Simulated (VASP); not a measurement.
Ba3SrTi4O12, 20 atoms in the cell. Symmetry: I4mm, No. 107, tetragonal system. Conventional cell: a = 7.896 Å, b = 7.896 Å, c = 7.932 Å, α = 90.00°, β = 90.00°, γ = 90.00°. Within 3.6 Å of Sr (site symmetry 4mm) lie 12 O at 2.75 to 2.85 Å and 8 Ti at 3.40 to 3.45 Å. Within 3.6 Å of Ba (site symmetry 4mm) lie 12 O at 2.75 to 2.85 Å and 8 Ti at 3.40 to 3.45 Å. Within 3.6 Å of Ba (site symmetry 2mm) lie 12 O at 2.75 to 2.85 Å and 8 Ti at 3.40 to 3.45 Å. Within 2.5 Å of Ti (site symmetry m) lie 6 O at 1.87 to 2.10 Å. O (site symmetry m) has 2 Ti at 1.87 to 2.10 Å within 2.5 Å. Within 2.6 Å of O (site symmetry m) lie 2 Ti at 1.98 Å. O (site symmetry m) has 2 Ti at 1.98 Å within 2.6 Å. 

| Quantity | Value |
| --- | --- |
| Program | VASP 6.6.1 |
| Task | single point |
| Functional | PBEsol |
| Potentials or basis | VASP PAW PBE potentials, release 64 (Sr_sv, Ba_sv, Ti_sv, O) |
| Cutoff | 520 eV |
| k mesh | 4 × 4 × 4 |
| Occupations | gaussian, width 0.1 eV |
| Spin | no spin polarisation |
| Dipole correction | no |
| Further INCAR settings | LREAL = Auto; ALGO = Normal; EDIFF = 1e-06; NBANDS = 96 |

Potentials or basis: VASP PAW PBE potentials, release 64 (Sr_sv, Ba_sv, Ti_sv, O).

Command:

```bash
$ cat potpaw_PBE.64/Sr_sv/POTCAR potpaw_PBE.64/Ba_sv/POTCAR potpaw_PBE.64/Ti_sv/POTCAR potpaw_PBE.64/O/POTCAR > POTCAR
$ mpirun -np 1 vasp_std > vasp.out
```

Hardware: 1 thread of Intel(R) Xeon(R) Platinum 8259CL CPU @ 2.50GHz (Skylake/Cascade Lake) (shared host).

**Question.** How long does it take, and how much memory?

**Answer.** Run time: 13 min on 1 thread of Intel(R) Xeon(R) Platinum 8259CL CPU @ 2.50GHz (Skylake/Cascade Lake) (shared host), peak memory 0.52 GiB. Counts: scf iterations 16, k points 13.
